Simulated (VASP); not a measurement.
# Sr (Fm-3m) in VASP: single point with LDA

Aim: the single point of Sr with LDA.

Everything below comes from runs of VASP 6.6.1. Logs are shortened: lines on timing, memory, paths and dates and some standing lists are left out, and cuts for length are marked.

## Step 1: The cell of the first run

The structure is cubic, space group Fm-3m (No. 225). The conventional cell has a = 6.085 Å, b = 6.085 Å, c = 6.085 Å, α = 90.00°, β = 90.00°, γ = 90.00°. Sr (site symmetry m-3m) has 12 Sr at 4.30 Å within 5.6 Å.

## Step 2: Single point, LDA

File INCAR:

```
ALGO = Normal
EDIFF = 1E-6
ENCUT = 500
GGA = CA
GGA_COMPAT = False
ISIF = 2
ISMEAR = 0
LASPH = True
LCHARG = False
LREAL = False
LWAVE = False
NBANDS = 11
NELM = 120
PREC = Accurate
SIGMA = 0.1
```

File KPOINTS:

```
k-points
0
Gamma
  6 6 6
```

File POSCAR:

```
Sr
1.0
    0.0000000000      3.0423500000      3.0423500000
    3.0423500000      0.0000000000      3.0423500000
    3.0423500000      3.0423500000      0.0000000000
Sr
1
Direct
    0.0000000000      0.0000000000      0.0000000000
```

Potentials or basis: VASP PAW LDA potentials, release 64 (Sr_sv).

Launch:

```console
> cat potpaw_LDA.64/Sr_sv/POTCAR > POTCAR
> mpirun -np 1 vasp_std > vasp.out
```

OUTCAR:

```text
EDIFF = 1E-6
   ENCUT = 500
   GGA = CA
   ISIF = 2
   ISMEAR = 0
   LASPH = True
   LREAL = False
   NELM = 120
   PREC = Accurate

 ion  position               nearest neighbor table
   1  0.000  0.000  0.000-

  LATTYP: Found a face centered cubic cell.
 ALAT       =     6.0847000000

  Lattice vectors:

 A1 = (   0.0000000000,   3.0423500000,   3.0423500000)
 A2 = (   3.0423500000,   0.0000000000,   3.0423500000)
 A3 = (   3.0423500000,   3.0423500000,   0.0000000000)

Analysis of symmetry for initial positions (statically):
=====================================================================
 Subroutine PRICEL returns:
 Original cell was already a primitive cell.

 Routine SETGRP: Setting up the symmetry group for a
 face centered cubic supercell.

 Subroutine GETGRP returns: Found 48 space group operations
 (whereof 48 operations were pure point group operations)
 out of a pool of 48 trial point group operations.

The static configuration has the point symmetry O_h .

Analysis of symmetry for dynamics (positions and initial velocities):
=====================================================================
 Subroutine PRICEL returns:
 Original cell was already a primitive cell.

 Routine SETGRP: Setting up the symmetry group for a
 face centered cubic supercell.

 Subroutine GETGRP returns: Found 48 space group operations
 (whereof 48 operations were pure point group operations)
 out of a pool of 48 trial point group operations.

The dynamic configuration has the point symmetry O_h .

 Subroutine INISYM returns: Found 48 space group operations
 (whereof 48 operations are pure point group operations),
 and found     1 'primitive' translations

----------------------------------------------------------------------------------------

                                     Primitive cell

  volume of cell :      56.3193

  direct lattice vectors                    reciprocal lattice vectors
     0.000000000  3.042350000  3.042350000    -0.164346640  0.164346640  0.164346640
     3.042350000  0.000000000  3.042350000     0.164346640 -0.164346640  0.164346640
     3.042350000  3.042350000  0.000000000     0.164346640  0.164346640 -0.164346640

  length of vectors
     4.302532631  4.302532631  4.302532631     0.284656730  0.284656730  0.284656730

  position of ions in fractional coordinates (direct lattice)
     0.000000000  0.000000000  0.000000000

  ion indices of the primitive-cell ions
   primitive index   ion index
                 1           1

----------------------------------------------------------------------------------------

 KPOINTS: k-points

Automatic generation of k-mesh.
 Grid dimensions read from file:
 generate k-points for:    6    6    6

 Generating k-lattice:

  Cartesian coordinates                     Fractional coordinates (reciprocal lattice)
    -0.027391107  0.027391107  0.027391107     0.166666667  0.000000000  0.000000000
     0.027391107 -0.027391107  0.027391107     0.000000000  0.166666667  0.000000000
     0.027391107  0.027391107 -0.027391107     0.000000000  0.000000000  0.166666667

  Length of vectors
     0.047442788  0.047442788  0.047442788

  Shift w.r.t. Gamma in fractional coordinates (k-lattice)
     0.000000000  0.000000000  0.000000000

 Subroutine IBZKPT returns following result:
 ===========================================

 Found     16 irreducible k-points:

 Following reciprocal coordinates:
            Coordinates               Weight
  0.000000  0.000000  0.000000      1.000000
  0.166667  0.000000  0.000000      8.000000
  0.333333  0.000000  0.000000      8.000000
  0.500000  0.000000  0.000000      4.000000
  0.166667  0.166667  0.000000      6.000000
  0.333333  0.166667  0.000000     24.000000
[... 8 lines left out ...]
 -0.333333  0.333333  0.166667     24.000000
 -0.333333  0.500000  0.166667     12.000000
   k-points           NKPTS =     16   k-points in BZ     NKDIM =     16   number of bands    NBANDS=     11
   number of dos      NEDOS =    301   number of ions     NIONS =      1
   total plane-waves  NPLWV =  32768
   dimension x,y,z NGX =    32 NGY =   32 NGZ =   32
   dimension x,y,z NGXF=    64 NGYF=   64 NGZF=   64
   ions per type =               1
   NGX,Y,Z   is equivalent  to a cutoff of  12.36, 12.36, 12.36 a.u.
   NGXF,Y,Z  is equivalent  to a cutoff of  24.73, 24.73, 24.73 a.u.
 SYSTEM =  unknown system
   PREC   = accura    normal or accurate (medium, high low for compatibility)
   ISTART =      0    job   : 0-new  1-cont  2-samecut
   ICHARG =      2    charge: 1-file 2-atom 10-const
   ISPIN  =      1    spin polarized calculation?
   LNONCOLLINEAR =      F non collinear calculations
   LSORBIT =      F    spin-orbit coupling
   LASPH  =      T    aspherical Exc in radial PAW
   ENCUT  =  500.0 eV  36.75 Ry    6.06 a.u.   7.84  7.84  7.84*2*pi/ulx,y,z
   NELM   =    120;   NELMIN=  2; NELMDL= -5     # of ELM steps
   EDIFF  = 0.1E-05   stopping-criterion for ELM
   LREAL  =      F    real-space projection
   EDIFFG = 0.1E-04   stopping-criterion for IOM
   NSW    =      0    number of steps for IOM
   IBRION =     -1    ionic relax: 0-MD 1-quasi-New 2-CG
   NFREE  =      0    steps in history (QN), initial steepest desc. (CG)
   ISIF   =      2    stress and relaxation
   ISYM   =      2    0-nonsym 1-usesym 2-fastsym
   POTIM  = 0.5000    time-step for ionic-motion
   TEBEG  =    0.0;   TEEND  =   0.0 temperature during run
   PSTRESS=    0.0 pullay stress
   NELECT =      10.0000    total number of electrons
   NUPDOWN=      -1.0000    fix difference up-down
   EMIN   =  10.00;   EMAX   =-10.00  energy-range for DOS
   EFERMI =   0.00;   METHOD = LEGACY
   ISMEAR =     0;   SIGMA  =   0.10  broadening in eV -4-tet -1-fermi 0-gaus
   EFERMI_NEDOS =   21; number of points for ismear=-14 and -15
   IALGO  =     38    algorithm
   IMIX   =      4    mixing-type and parameters
     AMIX     =   0.40;   BMIX     =  1.00
     AMIX_MAG =   1.60;   BMIX_MAG =  1.00
  volume/ion in A,a.u.               =      56.32       380.06
  Fermi-wavevector in a.u.,A,eV,Ry     =   0.920144  1.738819 11.519569  0.846664
  Thomas-Fermi vector in A             =   2.045416
   LORBIT       =      0    0 simple, 1 ext, 2 COOP (PROOUT), +10 PAW based schemes
   GGA     = CA    functional components
   LHFCALC =     F    Hartree Fock is set to
   AEXX    =    0.0000 exact exchange contribution
   IVDW    =     0    specifies the selected vdW correction
   LEPSILON=     F    determine dielectric tensor
   LRPA    =     F    only Hartree local field effects (RPA)
 non-spin polarized calculation
 Gauss-broadening in eV      SIGMA  =   0.10
  energy-cutoff  :      500.00
  volume of cell :       56.32
 maximum number of plane-waves:      1459
   NGX = 15   NGY = 15   NGZ = 15

 number of electron      10.0000000 magnetization

 Free energy of the ion-electron system (eV)
  ---------------------------------------------------
  ext. energy  EPLUGINS =         0.00000000
  ---------------------------------------------------
  free energy    TOTEN  =        -1.83666703 eV

  energy without entropy =       -1.82583159  energy(sigma->0) =       -1.83124931

 E-fermi :   1.3362     XC(G=0):  -7.4807

 val. band max:        1.2892334250   @ k =  -0.3333   0.3333   0.1667
 cond. band min:       1.3846422191   @ k =  -0.3333   0.3333   0.1667
 fundamental gap:      0.0954087942
 Fermi energy:         1.3362219839

 k-point     1 :       0.0000    0.0000    0.0000
  band No.  band energies     occupation
      1     -35.1503      2.00000
      2     -17.1382      2.00000
      3     -17.1382      2.00000
      4     -17.1382      2.00000
      5      -2.2836      2.00000
      6       3.5605      0.00000
      7       3.5605      0.00000
      8       3.5605      0.00000
      9       4.9749      0.00000
     10       4.9749      0.00000
     11       8.4447      0.00000

 k-point     2 :       0.1667    0.0000    0.0000
  band No.  band energies     occupation
      1     -35.1471      2.00000
      2     -17.1854      2.00000
      3     -17.1446      2.00000
      4     -17.1446      2.00000
      5      -1.8534      2.00000
      6       3.0106      0.00000
      7       3.7143      0.00000
      8       3.7143      0.00000
      9       4.8168      0.00000
     10       4.8168      0.00000
     11       8.8192      0.00000

 k-point     3 :       0.3333    0.0000    0.0000
  band No.  band energies     occupation
      1     -35.1407      2.00000
      2     -17.2778      2.00000
      3     -17.1574      2.00000
      4     -17.1574      2.00000
      5      -0.7435      2.00000
      6       2.0915      0.00000
      7       3.5876      0.00000
      8       3.5876      0.00000
      9       5.3228      0.00000
     10       5.3228      0.00000
     11       7.3612      0.00000

 k-point     4 :       0.5000    0.0000    0.0000
  band No.  band energies     occupation
      1     -35.1375      2.00000
      2     -17.3231      2.00000
      3     -17.1638      2.00000
      4     -17.1638      2.00000
      5       0.1832      2.00000
      6       1.4425      0.13295
      7       3.4192      0.00000
      8       3.4192      0.00000
      9       5.9900      0.00000
     10       5.9900      0.00000
     11       6.6514      0.00000
[... 127 lines left out ...]
 k-point    14 :       0.5000    0.3333    0.1667
  band No.  band energies     occupation
      1     -35.1364      2.00000
      2     -17.2762      2.00000
      3     -17.2135      2.00000
      4     -17.1798      2.00000
      5       0.1756      2.00000
      6       2.0145      0.00000
      7       2.4543      0.00000
      8       4.2303      0.00000
      9       4.9826      0.00000
     10       6.2219      0.00000
     11       6.9782      0.00000

 k-point    15 :      -0.3333    0.3333    0.1667
  band No.  band energies     occupation
      1     -35.1343      2.00000
      2     -17.2818      2.00000
      3     -17.2358      2.00000
      4     -17.1903      2.00000
      5       1.2892      1.49364
      6       1.3846      0.49349
      7       2.2927      0.00000
      8       3.9165      0.00000
      9       5.3637      0.00000
     10       6.3245      0.00000
     11       6.4559      0.00000

 k-point    16 :      -0.3333    0.5000    0.1667
  band No.  band energies     occupation
      1     -35.1332      2.00000
      2     -17.2860      2.00000
      3     -17.2328      2.00000
      4     -17.2072      2.00000
      5       1.1769      1.97573
      6       1.7880      0.00000
      7       2.1459      0.00000
      8       3.9474      0.00000
      9       6.2876      0.00000
     10       6.3933      0.00000
     11       6.5549      0.00000

------------------------ aborting loop because EDIFF is reached ----------------------------------------

  FORCE on cell =-STRESS in cart. coord.  units (eV):
  Direction    XX          YY          ZZ          XY          YZ          ZX
  --------------------------------------------------------------------------------------
  -------------------------------------------------------------------------------------
  Total       -0.5485893     -0.5485893     -0.5485893      0.0000000      0.0000000     -0.0000000
  in kB      -15.6063152    -15.6063152    -15.6063152      0.0000000      0.0000000     -0.0000000
  external PRESSURE =     -15.6063152 kB  Pullay stress =       0.0000000 kB

 VOLUME and BASIS-vectors are now :
 -----------------------------------------------------------------------------
  energy-cutoff  :      500.00
  volume of cell :       56.32
      direct lattice vectors                 reciprocal lattice vectors
     0.000000000  3.042350000  3.042350000    -0.164346640  0.164346640  0.164346640
     3.042350000  0.000000000  3.042350000     0.164346640 -0.164346640  0.164346640
     3.042350000  3.042350000  0.000000000     0.164346640  0.164346640 -0.164346640

 POSITION                                       TOTAL-FORCE (eV/Angst)
 -----------------------------------------------------------------------------------
      0.00000      0.00000      0.00000         0.000000      0.000000      0.000000
 -----------------------------------------------------------------------------------
    total drift:                                0.000000      0.000000      0.000000

  FREE ENERGIE OF THE ION-ELECTRON SYSTEM (eV)
  ---------------------------------------------------
  free  energy   TOTEN  =        -1.8366670331 eV

  energy  without entropy=       -1.8258315908  energy(sigma->0) =       -1.83124931
```

Run time: 2.9 s. Hardware: 1 thread of Intel Xeon 6975P-C (Granite Rapids), shared host; peak memory 0.15 GiB.

Results:

| Quantity | Value |
| --- | --- |
| Free energy | -1.8367 eV |
| Pressure | -1.6 GPa |
| Band gap on the k mesh | 0.10 eV, direct |
